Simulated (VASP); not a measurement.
## Nb: single point with PBE

Nb:

```
Nb
1.0
    -1.63574    1.63574    1.63574
     1.63574   -1.63574    1.63574
     1.63574    1.63574   -1.63574
Nb
1
Direct
  0.00000 0.00000 0.00000
```

This cell differs from its parent crystal: volume scaled by 0.95.

```json
{
 "Program": "VASP 6.6.1",
 "Task": "single point",
 "Functional": "PBE",
 "Potentials or basis": "VASP PAW PBE potentials, release 64 (Nb_sv)",
 "Cutoff": "520 eV",
 "k mesh": "15 × 15 × 15",
 "Occupations": "fermi-dirac, width 0.03 eV",
 "Spin": "no spin polarisation"
}
```

```json
{
 "Pressure": "6.4 GPa"
}
```

Levels at points of the mesh, in eV from the Fermi level:
```csv
k point,band 3,band 4,band 5,band 6,band 7,band 8,band 9,band 10
"(0.00, 0.00, 0.00)",-29.57,-29.57,-6.00,0.36,0.36,0.36,3.36,3.36
```

It took 21 s on 1 thread of Intel(R) Xeon(R) Platinum 8259CL CPU @ 2.50GHz (Skylake/Cascade Lake) (shared host), peak memory 0.15 GiB.
